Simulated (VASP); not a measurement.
Rb, 3 atoms in the cell. The structure is tetragonal, space group P-4m2 (No. 115). The conventional cell has a = 6.904 Å, b = 6.904 Å, c = 6.303 Å, α = 90.00°, β = 90.00°, γ = 90.00°. Within 5.4 Å of Rb (site symmetry 2mm) lie 8 Rb at 4.11 to 5.34 Å. Within 5.4 Å of Rb (site symmetry -4m2) lie 8 Rb at 4.11 to 5.34 Å. 

- Program: VASP 6.6.1
- Task: single point
- Functional: PBE
- Potentials or basis: VASP PAW PBE potentials, release 64 (Rb_sv)
- Cutoff: 520 eV
- k mesh: 4 × 4 × 4
- Occupations: gaussian, width 0.1 eV
- Spin: no spin polarisation
- Dipole correction: no
- Further INCAR settings: ALGO = Normal; EDIFF = 1e-07; NBANDS = 20

Potentials or basis: VASP PAW PBE potentials, release 64 (Rb_sv).

Run with:

```sh
$ cat potpaw_PBE.64/Rb_sv/POTCAR > POTCAR
$ mpirun -np 1 vasp_std > vasp.out
```

Hardware: 1 thread of Intel(R) Xeon(R) 6975P-C (Granite Rapids), with other jobs on the host.

Task: Estimate the wall time of this run.

Result: Wall time 44 s on 1 thread of Intel(R) Xeon(R) 6975P-C (Granite Rapids), on a shared host, peak memory 0.39 GiB. Counts: scf iterations 13, k points 18.
